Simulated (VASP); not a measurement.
# In5Sb (F-43m) in VASP: further runs, part 3 of 3

VASP 6.6.1. The steps go on from the part before.

### Step 6. Relaxation of cell and atoms, PBE

This run uses another cell than the first one, of 29.23 Å³/atom.

The input, INCAR:

```
SYSTEM = In5Sb
ALGO     = Fast           ! electronic algorithm
EDIFF    = 1E-6           ! SCF threshold, eV
EDIFFG   = -0.01          ! ionic threshold
ENCUT    = 600            ! plane-wave cutoff, eV
GGA      = PE             ! functional
IBRION   = 2              ! ionic algorithm
ISIF     = 3              ! what is computed and relaxed
ISMEAR   = 0              ! smearing method
LASPH    = .True.         ! aspherical terms in the spheres
LCHARG   = .False.        ! write CHGCAR
LREAL    = .False.        ! projectors in reciprocal space
LWAVE    = .False.        ! write WAVECAR
NELM     = 100            ! most SCF steps
NSW      = 100            ! ionic steps
PREC     = Accurate       ! precision mode
SIGMA    = 0.1            ! smearing width, eV
```

The input, KPOINTS:

```
k-points
0
Gamma
  8 8 8
  0 0 0
```

The input, POSCAR:

```
In5Sb
1.0
    0.0000000000      4.4425358444      4.4425358444
    4.4425358444      0.0000000000      4.4425358444
    4.4425358444      4.4425358444      0.0000000000
In Sb
5 1
Direct
    0.1248216534      0.6250594489      0.6250594489
    0.6250594489      0.1248216534      0.6250594489
    0.2500000000      0.2500000000      0.2500000000
    0.6250594489      0.6250594489      0.1248216534
    0.6250594489      0.6250594489      0.6250594489
    0.0000000000      0.0000000000      0.0000000000
```

Potentials or basis: VASP PAW PBE potentials, release 64 (In_d, Sb).

Command:

```sh
$ cat potpaw_PBE.64/In_d/POTCAR potpaw_PBE.64/Sb/POTCAR > POTCAR
$ mpirun -np 1 vasp_std > vasp.out
```

OUTCAR:

```text
SYSTEM = In5Sb
   EDIFF = 1E-6
   EDIFFG = -0.01
   ENCUT = 600
   GGA = PE
   IBRION = 2
   ISIF = 3
   ISMEAR = 0
   LASPH = .True.
   LREAL = .False.
   NELM = 100
   NSW = 100
   PREC = Accurate

 ion  position               nearest neighbor table
   1  0.125  0.625  0.625-   2 3.14   4 3.14   5 3.14   5 3.14   4 3.14   2 3.14   6 3.68   6 3.68
                             6 3.68   3 3.68   3 3.68   3 3.68
   2  0.625  0.125  0.625-   1 3.14   4 3.14   5 3.14   4 3.14   5 3.14   1 3.14   6 3.68   6 3.68
                             6 3.68   3 3.68   3 3.68   3 3.68
   3  0.250  0.250  0.250-   1 3.68   2 3.68   1 3.68   4 3.68   2 3.68   4 3.68   5 3.68   5 3.68
                             5 3.68   1 3.68   2 3.68   4 3.68   6 3.85   6 3.85   6 3.85   6 3.85
   4  0.625  0.625  0.125-   1 3.14   2 3.14   5 3.14   5 3.14   2 3.14   1 3.14   6 3.68   6 3.68
                             6 3.68   3 3.68   3 3.68   3 3.68
   5  0.625  0.625  0.625-   1 3.14   2 3.14   4 3.14   4 3.14   2 3.14   1 3.14   6 3.68   6 3.68
                             6 3.68   3 3.68   3 3.68   3 3.68
   6  0.000  0.000  0.000-   1 3.68   2 3.68   4 3.68   5 3.68   5 3.68   5 3.68   1 3.68   2 3.68
                             2 3.68   1 3.68   4 3.68   4 3.68   3 3.85   3 3.85   3 3.85   3 3.85

  LATTYP: Found a face centered cubic cell.
 ALAT       =     8.8850716888

  Lattice vectors:

 A1 = (   0.0000000000,   4.4425358444,   4.4425358444)
 A2 = (   4.4425358444,   0.0000000000,   4.4425358444)
 A3 = (   4.4425358444,   4.4425358444,   0.0000000000)
[... 193 lines left out ...]
  Total       -0.1597667     -0.1597667     -0.1597667     -0.0000000      0.0000000      0.0000000
  in kB       -1.4597354     -1.4597354     -1.4597354     -0.0000000      0.0000000      0.0000000
  external PRESSURE =      -1.4597354 kB  Pullay stress =       0.0000000 kB
[... 107 lines left out ...]
--------------------------------------- Ionic step        4  -------------------------------------------

 number of electron      70.0000011 magnetization

 Free energy of the ion-electron system (eV)
  ---------------------------------------------------
  ext. energy  EPLUGINS =         0.00000000
  ---------------------------------------------------
  free energy    TOTEN  =       -16.09021416 eV

  energy without entropy =      -16.07594905  energy(sigma->0) =      -16.08308160

 E-fermi :   6.5030     XC(G=0):  -9.7553

 val. band max:        6.4948236329   @ k =  -0.3750   0.1250   0.0000
 cond. band min:       6.5214564988   @ k =  -0.1250   0.1250   0.0000
 fundamental gap:      0.0266328660
 Fermi energy:         6.5029939897

 k-point     1 :       0.0000    0.0000    0.0000
  band No.  band energies     occupation
      1      -8.4814      2.00000
      2      -8.3094      2.00000
      3      -8.3094      2.00000
      4      -8.3094      2.00000
      5      -8.2916      2.00000
      6      -8.2916      2.00000
[... 1069 lines left out ...]
     41       9.7287      0.00000
     42      10.5721      0.00000

 [... further k-points ...]

------------------------ aborting loop because EDIFF is reached ----------------------------------------

  FORCE on cell =-STRESS in cart. coord.  units (eV):
  Direction    XX          YY          ZZ          XY          YZ          ZX
  --------------------------------------------------------------------------------------
  -------------------------------------------------------------------------------------
  Total        0.0007187      0.0007187      0.0007187     -0.0000000     -0.0000000      0.0000000
  in kB        0.0065910      0.0065910      0.0065910     -0.0000000     -0.0000000      0.0000000
  external PRESSURE =       0.0065910 kB  Pullay stress =       0.0000000 kB
[... 21 lines left out ...]
  FREE ENERGIE OF THE ION-ELECTRON SYSTEM (eV)
  ---------------------------------------------------
  free  energy   TOTEN  =       -16.0902141603 eV

  energy  without entropy=      -16.0759490487  energy(sigma->0) =      -16.08308160

 reached required accuracy - stopping structural energy minimisation
```

OSZICAR:

```text
N       E                     dE             d eps       ncg     rms          rms(c)
DAV:   1     0.711950625503E+03    0.71195E+03   -0.35565E+04  2436   0.231E+03
DAV:   2     0.634383767230E+02   -0.64851E+03   -0.64061E+03  2444   0.545E+02
DAV:   3    -0.124518629357E+02   -0.75890E+02   -0.74676E+02  2754   0.206E+02
[... 35 lines left out ...]
DAV:   1    -0.160902411601E+02   -0.32832E-04   -0.85272E-04  2922   0.335E-01    0.324E-02
RMM:   2    -0.160902152314E+02    0.25929E-04   -0.61675E-05  2554   0.807E-02    0.125E-02
RMM:   3    -0.160902126954E+02    0.25360E-05   -0.16923E-05  2360   0.354E-02    0.206E-03
RMM:   4    -0.160902138875E+02   -0.11922E-05   -0.33378E-06  1580   0.139E-02    0.140E-03
RMM:   5    -0.160902141603E+02   -0.27281E-06   -0.84368E-07  1248   0.853E-03
   4 F= -.16090214E+02 E0= -.16083082E+02  d E =-.462415E-03
```

It took 10 min on 1 thread of Intel Xeon 6975P-C (Granite Rapids), shared host; peak memory 0.5 GiB.

Results:

| Item | Value |
| --- | --- |
| Free energy | -16.0902 eV |
| Relaxed volume | 29.12 Å³/atom |
| Relaxed cell | a = 6.275 Å, b = 6.275 Å, c = 6.275 Å, α = 60.00°, β = 60.00°, γ = 60.00° |
| Space group after relaxing (to 0.1 Å) | F-43m (No. 216) |
| Energy gained by relaxing | 0.1 meV/atom |
| Ionic steps | 4 |
| Pressure after relaxing | 0.0 GPa |
| Largest force after relaxing | 0.010 eV/Å |
| Band gap on the k mesh | zero (bands 35 and 36 overlap by 1.88 eV) |

Forces on the atoms (eV/Å):
```
In   0.006 -0.006 -0.006
In  -0.006  0.006 -0.006
In   0.000  0.000  0.000
In  -0.006 -0.006  0.006
In   0.006  0.006  0.006
Sb   0.000  0.000  0.000
```

Step by step:
```
step  energy change (eV)  largest force (eV/Å)  pressure (GPa)  volume (Å³)
   1              0.0000                0.0334           -0.15       175.36
   2             -0.0005                0.0131            0.05       174.68
   3             -0.0005                0.0177           -0.04       174.73
   4             -0.0005                0.0098            0.00       174.70
```

Final structure:
```cif
data_structure
_symmetry_space_group_name_H-M 'P 1'
_symmetry_Int_Tables_number 1
_cell_length_a 6.2748
_cell_length_b 6.2748
_cell_length_c 6.2748
_cell_angle_alpha 60.000
_cell_angle_beta 60.000
_cell_angle_gamma 60.000
_cell_volume 174.70
loop_
_atom_site_label
_atom_site_type_symbol
_atom_site_fract_x
_atom_site_fract_y
_atom_site_fract_z
_atom_site_occupancy
In1 In 0.12451 0.62516 0.62516 1
In2 In 0.62516 0.12451 0.62516 1
In3 In 0.25000 0.25000 0.25000 1
In4 In 0.62516 0.62516 0.12451 1
In5 In 0.62516 0.62516 0.62516 1
Sb1 Sb 0.00000 0.00000 0.00000 1
```

Caveat: spin-orbit coupling is left out, which moves the levels of the heavy elements.

### Step 7. The runs side by side

```tsv
task	cell	k mesh	cutoff (eV)	gap on the mesh (eV)	pressure (GPa)	relaxed volume (Å³/atom)	largest force (eV/Å)
single point	a = 5.962 Å, angles 60.0°, 6 atoms, atomic positions A	4 × 4 × 4	520	none	7.9	-	0.07
single point	a = 6.283 Å, angles 60.0°, 6 atoms, atomic positions B	4 × 4 × 4	520	none	0.1	-	0.01
single point	a = 6.275 Å, angles 60.0°, 6 atoms, atomic positions C	8 × 8 × 8	520	none	0.0	-	-
relaxation of cell and atoms	relaxed from a = 5.962 Å, angles 60.0°, 6 atoms, atomic positions A	4 × 4 × 4	600	none	0.0	29.30	0.02
relaxation of cell and atoms	relaxed from a = 6.283 Å, angles 60.0°, 6 atoms, atomic positions B	8 × 8 × 8	600	none	0.0	29.12	0.01
```

Alike in all rows: level PBE; potentials or basis VASP PAW PBE potentials, release 64 (In_d, Sb); no spin polarisation; smearing gaussian 0.1 eV.

Caveats: spin-orbit coupling is left out, which moves the levels of the heavy elements; the cell stands under pressure (at least some runs); the volume moved by over 15 % at a fixed basis, so the end points are rough (at least some runs).

Total energies depend on the potentials used, so only differences within one code and one set of settings carry meaning.

The gap in the log of VASP goes by the Fermi energy; the results here count the filled bands.